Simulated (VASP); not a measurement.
# Si (P6_3/mmc) in VASP: notebook, part 2 of 2

VASP 6.6.1.

### Step 3. Single point, LDA (biaxial strain in the a-b plane: +1.5 %, then relaxed in part)

INCAR reads:

```
SYSTEM = Si
PREC = Accurate
ENCUT = 520
EDIFF = 1E-6
ISMEAR = 0
SIGMA = 0.02
LREAL = .FALSE.
LASPH = .TRUE.
NELM = 60
ALGO = Normal
ISIF = 2
LWAVE = .FALSE.
LCHARG = .FALSE.
NBANDS = 16
```

KPOINTS reads:

```
Automatic mesh
0
G
  12 12 6
  0 0 0
```

POSCAR reads:

```
Si
1.0
    3.8590051116      0.0000000000      0.0000000000
   -1.9295025558      3.3419964599      0.0000000000
    0.0000000000      0.0000000000      6.2571300522
Si
4
Direct
    0.3333333333      0.6666666667      0.0617033206
    0.6666666667      0.3333333333      0.5617033206
    0.3333333333      0.6666666667      0.4382966794
    0.6666666667      0.3333333333      0.9382966794
```

Potentials or basis: VASP PAW LDA potentials, release 64 (Si).

The run is started by

```sh
$ cat potpaw_LDA.64/Si/POTCAR > POTCAR
$ mpirun -np 1 vasp_std > vasp.out
```

OUTCAR:

```text
SYSTEM = Si
   PREC = Accurate
   ENCUT = 520
   EDIFF = 1E-6
   ISMEAR = 0
   LREAL = .FALSE.
   LASPH = .TRUE.
   NELM = 60
   ISIF = 2

 ion  position               nearest neighbor table
   1  0.333  0.667  0.062-   3 2.36   4 2.36   4 2.36   4 2.36
   2  0.667  0.333  0.562-   4 2.36   3 2.36   3 2.36   3 2.36
   3  0.333  0.667  0.438-   1 2.36   2 2.36   2 2.36   2 2.36
   4  0.667  0.333  0.938-   2 2.36   1 2.36   1 2.36   1 2.36

  LATTYP: Found a hexagonal cell.
 ALAT       =     3.8590051116
 C/A-ratio  =     1.6214360622

  Lattice vectors:

 A1 = (   3.8590051116,   0.0000000000,   0.0000000000)
 A2 = (  -1.9295025558,   3.3419964599,   0.0000000000)
 A3 = (   0.0000000000,   0.0000000000,   6.2571300522)

Analysis of symmetry for initial positions (statically):
=====================================================================
 Subroutine PRICEL returns:
 Original cell was already a primitive cell.

 Routine SETGRP: Setting up the symmetry group for a
 hexagonal supercell.

 Subroutine GETGRP returns: Found 24 space group operations
 (whereof 12 operations were pure point group operations)
 out of a pool of 24 trial point group operations.

The static configuration has the point symmetry D_3d.
 The point group associated with its full space group is D_6h.

Analysis of symmetry for dynamics (positions and initial velocities):
=====================================================================
 Subroutine PRICEL returns:
 Original cell was already a primitive cell.

 Routine SETGRP: Setting up the symmetry group for a
 hexagonal supercell.

 Subroutine GETGRP returns: Found 24 space group operations
 (whereof 12 operations were pure point group operations)
 out of a pool of 24 trial point group operations.

The dynamic configuration has the point symmetry D_3d.
 The point group associated with its full space group is D_6h.

 Subroutine INISYM returns: Found 24 space group operations
 (whereof 12 operations are pure point group operations),
 and found     1 'primitive' translations

----------------------------------------------------------------------------------------

                                     Primitive cell

  volume of cell :      80.6968

  direct lattice vectors                    reciprocal lattice vectors
     3.859005112  0.000000000  0.000000000     0.259134148  0.149611170  0.000000000
    -1.929502556  3.341996460  0.000000000     0.000000000  0.299222340  0.000000000
     0.000000000  0.000000000  6.257130052     0.000000000  0.000000000  0.159817679

  length of vectors
     3.859005112  3.859005112  6.257130052     0.299222340  0.299222340  0.159817679

  position of ions in fractional coordinates (direct lattice)
     0.333333333  0.666666667  0.061703321
     0.666666667  0.333333333  0.561703321
     0.333333333  0.666666667  0.438296679
     0.666666667  0.333333333  0.938296679

  ion indices of the primitive-cell ions
   primitive index   ion index
                 1           1
                 2           2
                 3           3
                 4           4

----------------------------------------------------------------------------------------
[... 27 lines left out ...]
  0.000000  0.000000  0.000000      1.000000
  0.083333 -0.000000  0.000000      6.000000
  0.166667 -0.000000  0.000000      6.000000
  0.250000 -0.000000  0.000000      6.000000
  0.333333  0.000000  0.000000      6.000000
  0.416667 -0.000000  0.000000      6.000000
[... 16 lines left out ...]
  0.250000 -0.000000  0.166667     12.000000
  0.333333  0.000000  0.166667     12.000000
 [... further k-points ...]
   k-points           NKPTS =     76   k-points in BZ     NKDIM =     76   number of bands    NBANDS=     16
   number of dos      NEDOS =    301   number of ions     NIONS =      4
   total plane-waves  NPLWV =  43200
   dimension x,y,z NGX =    30 NGY =   30 NGZ =   48
   dimension x,y,z NGXF=    60 NGYF=   60 NGZF=   96
   ions per type =               4
   NGX,Y,Z   is equivalent  to a cutoff of  12.92, 12.92, 12.75 a.u.
   NGXF,Y,Z  is equivalent  to a cutoff of  25.85, 25.85, 25.51 a.u.
 SYSTEM =  Si
   PREC   = accura    normal or accurate (medium, high low for compatibility)
   ISTART =      0    job   : 0-new  1-cont  2-samecut
   ICHARG =      2    charge: 1-file 2-atom 10-const
   ISPIN  =      1    spin polarized calculation?
   LNONCOLLINEAR =      F non collinear calculations
   LSORBIT =      F    spin-orbit coupling
   LASPH  =      T    aspherical Exc in radial PAW
   ENCUT  =  520.0 eV  38.22 Ry    6.18 a.u.   7.18  7.18 11.63*2*pi/ulx,y,z
   NELM   =     60;   NELMIN=  2; NELMDL= -5     # of ELM steps
   EDIFF  = 0.1E-05   stopping-criterion for ELM
   LREAL  =      F    real-space projection
   EDIFFG = 0.1E-04   stopping-criterion for IOM
   NSW    =      0    number of steps for IOM
   IBRION =     -1    ionic relax: 0-MD 1-quasi-New 2-CG
   NFREE  =      0    steps in history (QN), initial steepest desc. (CG)
   ISIF   =      2    stress and relaxation
   ISYM   =      2    0-nonsym 1-usesym 2-fastsym
   POTIM  = 0.5000    time-step for ionic-motion
   TEBEG  =    0.0;   TEEND  =   0.0 temperature during run
   PSTRESS=    0.0 pullay stress
   NELECT =      16.0000    total number of electrons
   NUPDOWN=      -1.0000    fix difference up-down
   EMIN   =  10.00;   EMAX   =-10.00  energy-range for DOS
   EFERMI =   0.00;   METHOD = LEGACY
   ISMEAR =     0;   SIGMA  =   0.02  broadening in eV -4-tet -1-fermi 0-gaus
   EFERMI_NEDOS =   21; number of points for ismear=-14 and -15
   IALGO  =     38    algorithm
   IMIX   =      4    mixing-type and parameters
     AMIX     =   0.40;   BMIX     =  1.00
     AMIX_MAG =   1.60;   BMIX_MAG =  1.00
  volume/ion in A,a.u.               =      20.17       136.14
  Fermi-wavevector in a.u.,A,eV,Ry     =   0.954617  1.803965 12.398911  0.911294
  Thomas-Fermi vector in A             =   2.083380
   LORBIT       =      0    0 simple, 1 ext, 2 COOP (PROOUT), +10 PAW based schemes
   GGA     = CA    functional components
   LHFCALC =     F    Hartree Fock is set to
   AEXX    =    0.0000 exact exchange contribution
   IVDW    =     0    specifies the selected vdW correction
   LEPSILON=     F    determine dielectric tensor
   LRPA    =     F    only Hartree local field effects (RPA)
 non-spin polarized calculation
 Gauss-broadening in eV      SIGMA  =   0.02
  energy-cutoff  :      520.00
  volume of cell :       80.70
 maximum number of plane-waves:      2202
 NGX is ok and might be reduce to    30
   NGX = 15   NGY = 15   NGZ = 23

 number of electron      16.0000000 magnetization

 Free energy of the ion-electron system (eV)
  ---------------------------------------------------
  ext. energy  EPLUGINS =         0.00000000
  ---------------------------------------------------
  free energy    TOTEN  =       -23.77604396 eV

  energy without entropy =      -23.77604396  energy(sigma->0) =      -23.77604396

 E-fermi :   6.0454     XC(G=0):  -9.5715

 val. band max:        5.9042547303   @ k =   0.0000   0.0000   0.0000
 cond. band min:       6.1596309202   @ k =   0.5000  -0.0000   0.0000
 fundamental gap:      0.2553761899
 Fermi energy:         6.0453950231

 k-point     1 :       0.0000    0.0000    0.0000
  band No.  band energies     occupation
      1      -6.2295      2.00000
      2      -3.8454      2.00000
      3      -1.2431      2.00000
      4       4.3171      2.00000
      5       4.3171      2.00000
      6       5.7068      2.00000
[... 433 lines left out ...]
      3      -1.0947      2.00000
      4       1.2272      2.00000
      5       1.3468      2.00000
      6       3.1582      2.00000
[... 8 lines left out ...]
     15      12.8742      0.00000
     16      12.9043      0.00000

 [... further k-points ...]

------------------------ aborting loop because EDIFF is reached ----------------------------------------

  FORCE on cell =-STRESS in cart. coord.  units (eV):
  Direction    XX          YY          ZZ          XY          YZ          ZX
  --------------------------------------------------------------------------------------
  -------------------------------------------------------------------------------------
  Total       -1.6495063     -1.6495063      0.0246747     -0.0000000     -0.0000000      0.0000000
  in kB      -32.7497535    -32.7497535      0.4898991     -0.0000000     -0.0000000      0.0000000
  external PRESSURE =     -21.6698693 kB  Pullay stress =       0.0000000 kB

 VOLUME and BASIS-vectors are now :
 -----------------------------------------------------------------------------
  energy-cutoff  :      520.00
  volume of cell :       80.70
      direct lattice vectors                 reciprocal lattice vectors
     3.859005112  0.000000000  0.000000000     0.259134148  0.149611170  0.000000000
    -1.929502556  3.341996460  0.000000000     0.000000000  0.299222340  0.000000000
     0.000000000  0.000000000  6.257130052     0.000000000  0.000000000  0.159817679

 POSITION                                       TOTAL-FORCE (eV/Angst)
 -----------------------------------------------------------------------------------
     -0.00000      2.22800      0.38609        -0.000000      0.000000     -0.000236
      1.92950      1.11400      3.51465        -0.000000      0.000000     -0.000236
     -0.00000      2.22800      2.74248         0.000000      0.000000      0.000236
      1.92950      1.11400      5.87104         0.000000     -0.000000      0.000236
 -----------------------------------------------------------------------------------
    total drift:                               -0.000000      0.000000     -0.000000

  FREE ENERGIE OF THE ION-ELECTRON SYSTEM (eV)
  ---------------------------------------------------
  free  energy   TOTEN  =       -23.7760439630 eV

  energy  without entropy=      -23.7760439630  energy(sigma->0) =      -23.77604396
```

OSZICAR:

```text
N       E                     dE             d eps       ncg     rms          rms(c)
DAV:   1     0.246820971950E+02    0.24682E+02   -0.59683E+03  2432   0.818E+02
DAV:   2    -0.222797393147E+02   -0.46962E+02   -0.42494E+02  3352   0.120E+02
DAV:   3    -0.242661608255E+02   -0.19864E+01   -0.19713E+01  3264   0.235E+01
DAV:   4    -0.242906190386E+02   -0.24458E-01   -0.24449E-01  3008   0.334E+00
DAV:   5    -0.242910777992E+02   -0.45876E-03   -0.45852E-03  3376   0.435E-01    0.701E+00
DAV:   6    -0.239382604463E+02    0.35282E+00   -0.13717E-01  2792   0.171E+00    0.420E+00
DAV:   7    -0.237757210722E+02    0.16254E+00   -0.26778E-01  2904   0.242E+00    0.282E-01
DAV:   8    -0.237760964139E+02   -0.37534E-03   -0.21311E-02  2944   0.745E-01    0.963E-02
DAV:   9    -0.237760099306E+02    0.86483E-04   -0.62527E-04  3248   0.135E-01    0.830E-02
DAV:  10    -0.237760439254E+02   -0.33995E-04   -0.68399E-05  3064   0.442E-02    0.701E-02
DAV:  11    -0.237760439630E+02   -0.37548E-07   -0.48262E-06  2984   0.120E-02
   1 F= -.23776044E+02 E0= -.23776044E+02  d E =-.265692E-18
```

stdout:

```text
POSCAR found type information on POSCAR Si
 POSCAR found :  1 types and       4 ions
 scaLAPACK will be used
 LDA part: xc-table for (Slater(with rela. corr.)+CA(PZ))
 , standard interpolation
 POSCAR, INCAR and KPOINTS ok, starting setup
 FFT: planning ... GRIDC
 FFT: planning ... GRID_SOFT
 FFT: planning ... GRID
 WAVECAR not read
 entering main loop
```

Wall time 44 s (1 thread of Intel Xeon Platinum 8488C (Sapphire Rapids), shared host); peak memory 0.2 GiB.

What came out:

| Property | Result |
| --- | --- |
| Free energy | -23.7760 eV |
| Pressure | -2.2 GPa |
| Band gap on the k mesh | 0.26 eV (least direct gap 0.73 eV) |

Stress tensor (GPa, compression positive):
```
-3.27  0.00  0.00
 0.00 -3.27  0.00
 0.00  0.00  0.05
```

Caveat: the cell differs from its parent crystal (biaxial strain in the a-b plane: +1.5 %, then relaxed in part).
